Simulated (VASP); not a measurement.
# SnO (P4/nmm) in VASP: notebook

SnO is run at these levels: r2SCAN, PBE, PBEsol; tasks: single point, relaxation of cell and atoms.

Everything below comes from runs of VASP 6.6.1. Logs are shortened: lines on timing, memory, paths and dates and some standing lists are left out, and cuts for length are marked.

## Step 1: The cell of the first run

Symmetry: P4/nmm, No. 129, tetragonal system. The conventional cell has a = 3.808 Å, b = 3.808 Å, c = 4.926 Å, α = 90.00°, β = 90.00°, γ = 90.00°. Sn (site symmetry 4mm) has 4 O at 2.22 Å within 2.9 Å. O (site symmetry -4m2) has 4 Sn at 2.22 Å and 4 O at 2.69 Å within 2.9 Å.

## Step 2: Single point, r2SCAN

The input, POSCAR:

```
SnO
1.0
    3.8075139919      0.0000000000      0.0000000000
    0.0000000000      3.8075139919      0.0000000000
    0.0000000000      0.0000000000      4.9262683063
Sn O
2 2
Direct
    0.5000000000      0.0000000000      0.2329028523
    0.0000000000      0.5000000000      0.7670971477
    0.0000000000      0.0000000000      0.0000000000
    0.5000000000      0.5000000000      0.0000000000
```

The input, INCAR.step1:

```
ALGO = Normal
EDIFF = 1E-4
ENCUT = 520
GGA = PE
ISMEAR = -1
LASPH = True
LCHARG = False
LREAL = False
LWAVE = True
NBANDS = 28
NELM = 80
PREC = Accurate
SIGMA = 0.1
```

The input, INCAR.step2:

```
ALGO = Normal
EDIFF = 1E-6
ENCUT = 520
ISIF = 2
ISMEAR = -1
ISTART = 1
LASPH = True
LCHARG = False
LMIXTAU = True
LREAL = False
LWAVE = False
METAGGA = R2SCAN
NBANDS = 28
NELM = 80
PREC = Accurate
SIGMA = 0.1
```

The input, KPOINTS:

```
k-points
0
Gamma
  8 8 7
```

Potentials or basis: VASP PAW PBE potentials, release 64 (Sn_d, O).

Run with:

```sh
cat potpaw_PBE.64/Sn_d/POTCAR potpaw_PBE.64/O/POTCAR > POTCAR
cp INCAR.step1 INCAR
mpirun -np 1 vasp_std > vasp.out
cp INCAR.step2 INCAR
mpirun -np 1 vasp_std > vasp.out
```

OUTCAR:

```text
EDIFF = 1E-6
   ENCUT = 520
   ISIF = 2
   ISMEAR = -1
   ISTART = 1
   LASPH = True
   LREAL = False
   METAGGA = R2SCAN
   NELM = 80
   PREC = Accurate

 ion  position               nearest neighbor table
   1  0.500  0.000  0.233-   3 2.22   4 2.22   4 2.22   3 2.22   2 3.54   2 3.54   2 3.54   2 3.54

   2  0.000  0.500  0.767-   3 2.22   4 2.22   3 2.22   4 2.22   1 3.54   1 3.54   1 3.54   1 3.54

   3  0.000  0.000  0.000-   1 2.22   2 2.22   2 2.22   1 2.22
   4  0.500  0.500  0.000-   1 2.22   2 2.22   1 2.22   2 2.22

  LATTYP: Found a simple tetragonal cell.
 ALAT       =     3.8075139919
 C/A-ratio  =     1.2938280245

  Lattice vectors:

 A1 = (   3.8075139919,   0.0000000000,   0.0000000000)
 A2 = (   0.0000000000,   3.8075139919,   0.0000000000)
 A3 = (   0.0000000000,   0.0000000000,   4.9262683063)

Analysis of symmetry for initial positions (statically):
=====================================================================
 Subroutine PRICEL returns:
 Original cell was already a primitive cell.

 Routine SETGRP: Setting up the symmetry group for a
 simple tetragonal supercell.

 Subroutine GETGRP returns: Found 16 space group operations
 (whereof  8 operations were pure point group operations)
 out of a pool of 16 trial point group operations.

The static configuration has the point symmetry D_2d.
 The point group associated with its full space group is D_4h.

Analysis of symmetry for dynamics (positions and initial velocities):
=====================================================================
 Subroutine PRICEL returns:
 Original cell was already a primitive cell.

 Routine SETGRP: Setting up the symmetry group for a
 simple tetragonal supercell.

 Subroutine GETGRP returns: Found 16 space group operations
 (whereof  8 operations were pure point group operations)
 out of a pool of 16 trial point group operations.

The dynamic configuration has the point symmetry D_2d.
 The point group associated with its full space group is D_4h.

 Subroutine INISYM returns: Found 16 space group operations
 (whereof  8 operations are pure point group operations),
 and found     1 'primitive' translations

----------------------------------------------------------------------------------------

                                     Primitive cell

  volume of cell :      71.4169

  direct lattice vectors                    reciprocal lattice vectors
     3.807513992  0.000000000  0.000000000     0.262638562  0.000000000  0.000000000
     0.000000000  3.807513992  0.000000000     0.000000000  0.262638562  0.000000000
     0.000000000  0.000000000  4.926268306     0.000000000  0.000000000  0.202993410

  length of vectors
     3.807513992  3.807513992  4.926268306     0.262638562  0.262638562  0.202993410

  position of ions in fractional coordinates (direct lattice)
     0.500000000  0.000000000  0.232902852
     0.000000000  0.500000000  0.767097148
     0.000000000  0.000000000  0.000000000
     0.500000000  0.500000000  0.000000000

  ion indices of the primitive-cell ions
   primitive index   ion index
                 1           1
                 2           2
                 3           3
                 4           4

----------------------------------------------------------------------------------------

 KPOINTS: k-points

Automatic generation of k-mesh.
 Grid dimensions read from file:
 generate k-points for:    8    8    7

 Generating k-lattice:

  Cartesian coordinates                     Fractional coordinates (reciprocal lattice)
     0.032829820  0.000000000  0.000000000     0.125000000  0.000000000  0.000000000
     0.000000000  0.032829820  0.000000000     0.000000000  0.125000000  0.000000000
     0.000000000  0.000000000  0.028999059     0.000000000  0.000000000  0.142857143

  Length of vectors
     0.032829820  0.032829820  0.028999059

  Shift w.r.t. Gamma in fractional coordinates (k-lattice)
     0.000000000  0.000000000  0.000000000

 Subroutine IBZKPT returns following result:
 ===========================================

 Found     60 irreducible k-points:

 Following reciprocal coordinates:
            Coordinates               Weight
  0.000000  0.000000  0.000000      1.000000
  0.125000  0.000000  0.000000      4.000000
  0.250000  0.000000  0.000000      4.000000
  0.375000  0.000000  0.000000      4.000000
  0.500000  0.000000  0.000000      2.000000
  0.125000  0.125000  0.000000      4.000000
[... 16 lines left out ...]
  0.375000  0.125000  0.142857     16.000000
  0.500000  0.125000  0.142857      8.000000
 [... further k-points ...]
   k-points           NKPTS =     60   k-points in BZ     NKDIM =     60   number of bands    NBANDS=     28
   number of dos      NEDOS =    301   number of ions     NIONS =      4
   total plane-waves  NPLWV =  31360
   dimension x,y,z NGX =    28 NGY =   28 NGZ =   40
   dimension x,y,z NGXF=    56 NGYF=   56 NGZF=   80
   ions per type =               2   2
   NGX,Y,Z   is equivalent  to a cutoff of  12.23, 12.23, 13.50 a.u.
   NGXF,Y,Z  is equivalent  to a cutoff of  24.45, 24.45, 27.00 a.u.
 SYSTEM =  unknown system
   PREC   = accura    normal or accurate (medium, high low for compatibility)
   ISTART =      1    job   : 0-new  1-cont  2-samecut
   ICHARG =      0    charge: 1-file 2-atom 10-const
   ISPIN  =      1    spin polarized calculation?
   LNONCOLLINEAR =      F non collinear calculations
   LSORBIT =      F    spin-orbit coupling
   LASPH  =      T    aspherical Exc in radial PAW
   ENCUT  =  520.0 eV  38.22 Ry    6.18 a.u.   7.08  7.08  9.16*2*pi/ulx,y,z
   NELM   =     80;   NELMIN=  2; NELMDL=  0     # of ELM steps
   EDIFF  = 0.1E-05   stopping-criterion for ELM
   LREAL  =      F    real-space projection
   EDIFFG = 0.1E-04   stopping-criterion for IOM
   NSW    =      0    number of steps for IOM
   IBRION =     -1    ionic relax: 0-MD 1-quasi-New 2-CG
   NFREE  =      0    steps in history (QN), initial steepest desc. (CG)
   ISIF   =      2    stress and relaxation
   ISYM   =      2    0-nonsym 1-usesym 2-fastsym
   POTIM  = 0.5000    time-step for ionic-motion
   TEBEG  =    0.0;   TEEND  =   0.0 temperature during run
   PSTRESS=    0.0 pullay stress
   NELECT =      40.0000    total number of electrons
   NUPDOWN=      -1.0000    fix difference up-down
   EMIN   =  10.00;   EMAX   =-10.00  energy-range for DOS
   EFERMI =   0.00;   METHOD = LEGACY
   ISMEAR =    -1;   SIGMA  =   0.10  broadening in eV -4-tet -1-fermi 0-gaus
   EFERMI_NEDOS =   21; number of points for ismear=-14 and -15
   IALGO  =     38    algorithm
   IMIX   =      4    mixing-type and parameters
     AMIX     =   0.40;   BMIX     =  1.00
     AMIX_MAG =   1.60;   BMIX_MAG =  1.00
  volume/ion in A,a.u.               =      17.85       120.49
  Fermi-wavevector in a.u.,A,eV,Ry     =   1.349463  2.550116 24.776912  1.821052
  Thomas-Fermi vector in A             =   2.477048
   LORBIT       =      0    0 simple, 1 ext, 2 COOP (PROOUT), +10 PAW based schemes
   METAGGA = R2SCAN    functional components
   LHFCALC =     F    Hartree Fock is set to
   AEXX    =    0.0000 exact exchange contribution
   IVDW    =     0    specifies the selected vdW correction
   LEPSILON=     F    determine dielectric tensor
   LRPA    =     F    only Hartree local field effects (RPA)
 non-spin polarized calculation
  energy-cutoff  :      520.00
  volume of cell :       71.42
 maximum number of plane-waves:      1942
   NGX = 15   NGY = 15   NGZ = 19

 number of electron      39.9999992 magnetization

 Free energy of the ion-electron system (eV)
  ---------------------------------------------------
  ext. energy  EPLUGINS =         0.00000000
  ---------------------------------------------------
  free energy    TOTEN  =       -66.90427116 eV

  energy without entropy =      -66.90245272  energy(sigma->0) =      -66.90336194

 E-fermi :   7.1662     XC(G=0): -10.8107

 val. band max:        6.9308085553   @ k =   0.0000   0.0000   0.0000
 cond. band min:       7.2821016394   @ k =   0.5000   0.5000   0.0000
 fundamental gap:      0.3512930841
 Fermi energy:         7.1662043740

 k-point     1 :       0.0000    0.0000    0.0000
  band No.  band energies     occupation
      1     -16.0052      2.00000
      2     -15.4427      2.00000
      3     -15.4269      2.00000
      4     -15.4269      2.00000
      5     -15.3802      2.00000
      6     -15.3574      2.00000
[... 20 lines left out ...]
     27      14.0678      0.00000
     28      14.7388      0.00000

 k-point     2 :       0.1250    0.0000    0.0000
  band No.  band energies     occupation
      1     -15.9966      2.00000
      2     -15.4633      2.00000
      3     -15.4243      2.00000
      4     -15.4235      2.00000
      5     -15.4195      2.00000
      6     -15.3820      2.00000
[... 20 lines left out ...]
     27      14.3375      0.00000
     28      15.9054      0.00000

 k-point     3 :       0.2500    0.0000    0.0000
  band No.  band energies     occupation
      1     -15.9719      2.00000
      2     -15.6226      2.00000
      3     -15.4161      2.00000
      4     -15.4145      2.00000
      5     -15.4078      2.00000
      6     -15.3865      2.00000
[... 20 lines left out ...]
     27      14.6525      0.00000
     28      17.9605      0.00000

 k-point     4 :       0.3750    0.0000    0.0000
  band No.  band energies     occupation
      1     -15.9307      2.00000
      2     -15.7642      2.00000
      3     -15.4041      2.00000
      4     -15.4040      2.00000
      5     -15.3945      2.00000
      6     -15.3914      2.00000
[... 578 lines left out ...]
     27      15.6265      0.00000
     28      16.9602      0.00000

 k-point    23 :       0.3750    0.1250    0.1429
  band No.  band energies     occupation
      1     -15.9319      2.00000
      2     -15.7850      2.00000
      3     -15.4176      2.00000
      4     -15.4062      2.00000
      5     -15.3930      2.00000
      6     -15.3827      2.00000
[... 20 lines left out ...]
     27      15.7196      0.00000
     28      16.2078      0.00000

 k-point    24 :       0.5000    0.1250    0.1429
  band No.  band energies     occupation
      1     -15.8749      2.00000
      2     -15.8749      2.00000
      3     -15.4096      2.00000
      4     -15.4096      2.00000
      5     -15.3863      2.00000
      6     -15.3863      2.00000
[... 20 lines left out ...]
     27      15.8525      0.00000
     28      15.8525      0.00000

 [... further k-points ...]

------------------------ aborting loop because EDIFF is reached ----------------------------------------

  FORCE on cell =-STRESS in cart. coord.  units (eV):
  Direction    XX          YY          ZZ          XY          YZ          ZX
  --------------------------------------------------------------------------------------
  -------------------------------------------------------------------------------------
  Total        0.2620896      0.2620896      0.2397768      0.0000000      0.0000000      0.0000000
  in kB        5.8797552      5.8797552      5.3791870      0.0000000      0.0000000      0.0000000
  external PRESSURE =       5.7128991 kB  Pullay stress =       0.0000000 kB

 VOLUME and BASIS-vectors are now :
 -----------------------------------------------------------------------------
  energy-cutoff  :      520.00
  volume of cell :       71.42
      direct lattice vectors                 reciprocal lattice vectors
     3.807513992  0.000000000  0.000000000     0.262638562  0.000000000  0.000000000
     0.000000000  3.807513992  0.000000000     0.000000000  0.262638562  0.000000000
     0.000000000  0.000000000  4.926268306     0.000000000  0.000000000  0.202993410

 POSITION                                       TOTAL-FORCE (eV/Angst)
 -----------------------------------------------------------------------------------
      1.90376      0.00000      1.14734         0.000000     -0.000000      0.141717
      0.00000      1.90376      3.77893         0.000000     -0.000000     -0.141717
      0.00000      0.00000      0.00000         0.000000      0.000000      0.000000
      1.90376      1.90376      0.00000         0.000000     -0.000000      0.000000
 -----------------------------------------------------------------------------------
    total drift:                                0.000000      0.000000      0.000000

  FREE ENERGIE OF THE ION-ELECTRON SYSTEM (eV)
  ---------------------------------------------------
  free  energy   TOTEN  =       -66.9042711614 eV

  energy  without entropy=      -66.9024527223  energy(sigma->0) =      -66.90336194
```

It took 2.3 min on 1 thread of Intel Xeon 6975P-C (Granite Rapids), shared host; peak memory 0.24 GiB.

Results:

| Item | Value |
| --- | --- |
| Free energy | -66.9043 eV |
| Pressure | 0.6 GPa |
| Largest force | 0.142 eV/Å |
| Band gap on the k mesh | 0.35 eV (least direct gap 2.34 eV) |

Forces in eV/Å, atoms in the order of the input:
```
Sn   0.000  0.000  0.142
Sn   0.000  0.000 -0.142
O    0.000  0.000  0.000
O    0.000  0.000  0.000
```

Levels at points of the mesh, in eV from the valence-band top:
| k point | band 18 | band 19 | band 20 | band 21 | band 22 | band 23 |
| --- | --- | --- | --- | --- | --- | --- |
| (0.00, 0.00, 0.00) | -3.57 | -3.57 | 0.00 | 2.35 | 4.40 | 5.01 |
| (0.50, 0.00, 0.00) | -5.26 | -2.88 | -2.88 | 3.38 | 3.38 | 6.23 |
| (0.50, 0.50, 0.00) | -2.89 | -2.07 | -2.07 | 0.35 | 0.35 | 4.75 |

Caveat: the PAW data sets were made with another functional, which shifts forces and pressure a little; spin-orbit coupling is left out, which moves the levels of the heavy elements; an odd mesh through Γ misses points on the zone boundary, where band edges can lie.

## Step 3: Single point, r2SCAN

The input, POSCAR:

```
SnO
1.0
    3.8075139900      0.0000000000      0.0000000000
    0.0000000000      3.8075139900      0.0000000000
    0.0000000000      0.0000000000      4.9262683100
Sn O
2 2
Direct
    0.5000000000      0.0000000000      0.2329028500
    0.0000000000      0.5000000000      0.7670971500
    0.0000000000      0.0000000000      0.0000000000
    0.5000000000      0.5000000000      0.0000000000
```

The input, INCAR.step1:

```
SYSTEM = SnO
PREC     = Accurate       ! precision mode
ENCUT    = 520            ! plane-wave cutoff, eV
ISMEAR   = -1             ! smearing method
SIGMA    = 0.1            ! smearing width, eV
LREAL    = .FALSE.        ! projectors in reciprocal space
LASPH    = .TRUE.         ! aspherical terms in the spheres
NELM     = 60             ! most SCF steps
NBANDS   = 28             ! bands
GGA      = PE             ! functional
ALGO     = Normal         ! electronic algorithm
EDIFF    = 1E-4           ! SCF threshold, eV
LWAVE    = .TRUE.         ! write WAVECAR
LCHARG   = .FALSE.        ! write CHGCAR
```

The input, INCAR.step2:

```
SYSTEM = SnO
PREC     = Accurate       ! precision mode
ENCUT    = 520            ! plane-wave cutoff, eV
EDIFF    = 1E-6           ! SCF threshold, eV
ISMEAR   = -1             ! smearing method
SIGMA    = 0.1            ! smearing width, eV
LREAL    = .FALSE.        ! projectors in reciprocal space
LASPH    = .TRUE.         ! aspherical terms in the spheres
NELM     = 60             ! most SCF steps
ALGO     = Normal         ! electronic algorithm
ISIF     = 2              ! what is computed and relaxed
LWAVE    = .FALSE.        ! write WAVECAR
LCHARG   = .TRUE.         ! write CHGCAR
METAGGA  = R2SCAN         ! meta-GGA
LMIXTAU  = .TRUE.       
LELF     = .TRUE.         ! ELF
LVHAR    = .TRUE.       
NBANDS   = 28             ! bands
ISTART   = 1
```

The input, KPOINTS:

```
regular mesh
0
G
  9 9 7
  0 0 0
```

Potentials or basis: VASP PAW PBE potentials, release 64 (Sn_d, O).

Run with:

```sh
cat potpaw_PBE.64/Sn_d/POTCAR potpaw_PBE.64/O/POTCAR > POTCAR
cp INCAR.step1 INCAR
mpirun -np 1 vasp_std > vasp.out
cp INCAR.step2 INCAR
mpirun -np 1 vasp_std > vasp.out
```

Wall time 2.3 min (1 thread of Intel Xeon 6975P-C (Granite Rapids), shared host); peak memory 0.24 GiB.

The run converged. Its results:

```yaml
Free_energy: -66.9041 eV
Pressure: 0.6 GPa
Largest_force: 0.140 eV/Å
Band_gap_on_the_k_mesh: 0.49 eV (least direct gap 2.34 eV)
```

Forces in eV/Å, atoms in the order of the input:
```
Sn   0.000  0.000  0.140
Sn   0.000  0.000 -0.140
O    0.000  0.000  0.000
O    0.000  0.000  0.000
```

Levels at points of the mesh, in eV from the valence-band top:
| k point | band 18 | band 19 | band 20 | band 21 | band 22 | band 23 |
| --- | --- | --- | --- | --- | --- | --- |
| (0.00, 0.00, 0.00) | -3.57 | -3.57 | 0.00 | 2.35 | 4.40 | 5.01 |

Caveat: the PAW data sets were made with another functional, which shifts forces and pressure a little; spin-orbit coupling is left out, which moves the levels of the heavy elements; an odd mesh through Γ misses points on the zone boundary, where band edges can lie. r2SCAN opens gaps a little over a GGA but as a rule still falls short of measured ones.

## Step 4: Relaxation of cell and atoms, PBE

This run uses another cell than the first one, of 17.46 Å³/atom.

The input, INCAR:

```
  ALGO = Normal
  EDIFF = 1E-6
  EDIFFG = -0.01
  ENCUT = 600
  GGA = PE
  IBRION = 2
  ISIF = 3
  ISMEAR = -1
  LASPH = T
  LCHARG = F
  LREAL = F
  LWAVE = F
  NELM = 60
  NSW = 80
  PREC = Accurate
  SIGMA = 0.1
```

The input, KPOINTS:

```
k-points
0
Gamma
  8 8 7
```

The input, POSCAR:

```
SnO
1.0
    3.7986000000      0.0000000000      0.0000000000
    0.0000000000      3.7986000000      0.0000000000
    0.0000000000      0.0000000000      4.8408000000
Sn O
2 2
Direct
    0.5000000000      0.0000000000      0.2369000000
    0.0000000000      0.5000000000      0.7631000000
    0.0000000000      0.0000000000      0.0000000000
    0.5000000000      0.5000000000      0.0000000000
```

Run with:

```sh
cat potpaw_PBE.64/Sn_d/POTCAR potpaw_PBE.64/O/POTCAR > POTCAR
mpirun -np 1 vasp_std > vasp.out
```

Wall time 6.4 min (1 thread of Intel Xeon 6975P-C (Granite Rapids), shared host); peak memory 0.25 GiB.

Results (log left out):

| Item | Value |
| --- | --- |
| Free energy | -22.7246 eV |
| Relaxed volume | 18.80 Å³/atom |
| Relaxed cell | a = 3.866 Å, b = 3.866 Å, c = 5.031 Å, α = 90.00°, β = 90.00°, γ = 90.00° |
| Space group after relaxing (to 0.1 Å) | P4/nmm (No. 129) |
| Energy gained by relaxing | 14.6 meV/atom |
| Ionic steps | 15 |
| Pressure after relaxing | 0.0 GPa |
| Band gap on the k mesh | 0.43 eV (least direct gap 1.94 eV) |

The path:
| step | energy change (eV) | largest force (eV/Å) | pressure (GPa) | volume (Å³) |
| --- | --- | --- | --- | --- |
| 1 | 0.0000 | 0.6055 | 4.95 | 69.85 |
| 2 | -0.0038 | 0.8822 | -3.53 | 75.44 |
| 3 | -0.0497 | 0.1936 | 0.26 | 72.60 |
| 4 | -0.0497 | 0.1783 | 0.35 | 72.55 |
| 5 | -0.0528 | 0.1070 | 0.26 | 72.96 |
| 6 | -0.0543 | 0.0138 | 0.13 | 73.52 |
| 7 | -0.0553 | 0.0332 | -0.03 | 73.82 |
| 8 | -0.0562 | 0.0546 | -0.18 | 74.16 |
| 9 | -0.0570 | 0.0974 | -0.46 | 74.84 |
| 10 | -0.0575 | 0.0738 | -0.33 | 74.87 |
| 11 | -0.0581 | 0.0272 | -0.09 | 74.93 |
| 12 | -0.0580 | 0.0680 | 0.39 | 75.05 |
| 13 | -0.0583 | 0.0134 | 0.10 | 74.98 |
| 14 | -0.0583 | 0.0104 | 0.09 | 75.04 |
| 15 | -0.0584 | 0.0001 | 0.02 | 75.20 |

Final structure:
```cif
data_structure
_symmetry_space_group_name_H-M 'P 1'
_symmetry_Int_Tables_number 1
_cell_length_a 3.8664
_cell_length_b 3.8664
_cell_length_c 5.0307
_cell_angle_alpha 90.000
_cell_angle_beta 90.000
_cell_angle_gamma 90.000
_cell_volume 75.20
loop_
_atom_site_label
_atom_site_type_symbol
_atom_site_fract_x
_atom_site_fract_y
_atom_site_fract_z
_atom_site_occupancy
Sn1 Sn 0.50000 0.00000 0.23123 1
Sn2 Sn 0.00000 0.50000 0.76877 1
O1 O 0.00000 0.00000 0.00000 1
O2 O 0.50000 0.50000 0.00000 1
```

Levels at points of the mesh, in eV from the valence-band top:
```
           k point  band 17  band 18  band 19  band 20  band 21  band 22  band 23  band 24
(0.00, 0.00, 0.00)    -3.16    -2.88    -2.88     0.00     1.94     4.15     4.85     4.85
(0.50, 0.00, 0.00)    -4.47    -4.47    -2.38    -2.38     3.06     3.06     5.74     5.74
(0.50, 0.50, 0.00)    -2.24    -2.24    -1.76    -1.76     0.43     0.43     4.54     4.54
```

Caveat: spin-orbit coupling is left out, which moves the levels of the heavy elements; an odd mesh through Γ misses points on the zone boundary, where band edges can lie.

(Continued in part 2 of 2.)
